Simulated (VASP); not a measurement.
Runs of VASP 6.6.1 on SiC. The structure is that of space group I-4m2 (No. 119), or close to it. The cells are those of the table. 

| cell | gap on the mesh (eV) | pressure (GPa) |
| --- | --- | --- |
| a = 3.043, b = 3.043, c = 3.167 Å, angles 58.6, 58.6, 62.7°, 2 atoms | 0.90 | -0.7 |
| a = 3.137, b = 3.137, c = 2.984 Å, angles 61.6, 61.6, 56.8°, 2 atoms | 1.18 | -0.7 |
| a = 2.994, b = 2.994, c = 3.458 Å, angles 54.7, 54.7, 70.5°, 2 atoms | none | (b) |
| a = 3.001, b = 3.001, c = 3.346 Å, angles 56.1, 56.1, 67.8°, 2 atoms | none | -5.1 |
| a = 3.018, b = 3.018, c = 3.252 Å, angles 57.4, 57.4, 65.2°, 2 atoms | (a) | -2.3 |
| a = 3.430, b = 3.430, c = 2.691 Å, angles 66.9, 66.9, 46.2°, 2 atoms | none | -1.3 |
| a = 3.202, b = 3.202, c = 2.899 Å, angles 63.1, 63.1, 53.8°, 2 atoms | 0.61 | -1.8 |
| a = 2.999, b = 2.999, c = 3.556 Å, angles 53.6, 53.6, 72.7°, 2 atoms | none | (c) |

Alike in all rows: task single point; level r2SCAN; potentials or basis VASP PAW PBE potentials, release 64 (Si, C); no spin polarisation; k mesh 12 × 12 × 12; cutoff (eV) 520; smearing gaussian 0.05 eV.

Fill in the values left out.

(a) 0.28; (b) -9.1; (c) -12.5.

Caveats: the PAW data sets were made with another functional, which shifts forces and pressure a little.

A k mesh can miss the band edges.

A gap of «none» marks levels without a gap at the run's occupations.
